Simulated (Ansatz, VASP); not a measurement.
## One calculation of Si, two programs

File INCAR:

```
ALGO = Normal
EDIFF = 1E-6
ENCUT = 520
ISIF = 2
ISMEAR = 0
LASPH = T
LCHARG = F
LREAL = F
LWAVE = F
NBANDS = 26
NELM = 60
PREC = Accurate
SIGMA = 0.15
```

KPOINTS

```
k-points
0
Gamma
  10 10 8
```

POSCAR

```
Si
1.0
    4.5521371120     -2.4347064072      0.0000000000
    4.5521371120      2.4347064072      0.0000000000
    0.0000000000      0.0000000000      5.3276483626
Si
8
Direct
    0.5000000000      0.5000000000      0.7705063097
    0.5000000000      0.5000000000      0.2294936903
    1.0000000000      0.0000000000      0.2705063097
    0.0000000000      1.0000000000      0.7294936903
    0.6603523223      0.8059290192      0.5000000000
    0.2262158285      0.2262158285      0.0000000000
    0.2737841715      0.2737841715      0.5000000000
    0.7737841715      0.7737841715      0.0000000000
```

Input for Ansatz:

```yaml
crystal:
  lattice:
    - [4.552137112, -2.4347064072, 0.0]
    - [4.552137112, 2.4347064072, 0.0]
    - [0.0, 0.0, 5.3276483626]
  atoms:
    - { symbol: Si, position: [0.5, 0.5, 0.7705063097] }
    - { symbol: Si, position: [0.5, 0.5, 0.2294936903] }
    - { symbol: Si, position: [1.0, 0.0, 0.2705063097] }
    - { symbol: Si, position: [0.0, 1.0, 0.7294936903] }
    - { symbol: Si, position: [0.6603523223, 0.8059290192, 0.5] }
    - { symbol: Si, position: [0.2262158285, 0.2262158285, 0.0] }
    - { symbol: Si, position: [0.2737841715, 0.2737841715, 0.5] }
    - { symbol: Si, position: [0.7737841715, 0.7737841715, 0.0] }
basis:
  ecutwfc: 420
kpoints:
  mp_grid: { grid: [10, 10, 8] }
hamiltonian:
  xc: lda
scf:
  occupations: { method: gaussian, width: 0.15 }
output:
  forces: true
  stress: true
  eigenvalues: true
  write_density: true
  write_potential: true
  elf: true
  volumetric_format: npy
```

Alike in both runs: task single point; functional LDA; k mesh 10 × 10 × 8; occupations gaussian, width 0.15 eV; no spin polarisation.

|  | VASP | Ansatz |
| --- | --- | --- |
| version | VASP 6.6.1 | Ansatz 0.2.0 |
| potentials or method | VASP PAW LDA potentials, release 64 (Si), cutoff 520 eV | scalar-relativistic, plane waves, PAW |
| valence electrons in the cell | 32 | 32 |

|  | VASP | Ansatz | Ansatz less VASP |
| --- | --- | --- | --- |
| gap on the k mesh at the Fermi level (eV) | none | none | - |
| pressure (GPa) | 2.2 | 2.2 | -0.08 |
| traceless stress, the component that is largest in VASP (GPa) | 6.10 | 6.10 | -0.008 |
| rms of the force components (eV/Å) | 1.103 | 1.102 | -0.0017 |

LDA's correlation is that of Perdew and Zunger in VASP and of Perdew and Wang (1992) in Ansatz. Atom by atom the forces differ by 0.002 eV/Å (rms over components). A gap of «none» marks a metal or a gap that the smearing closes.
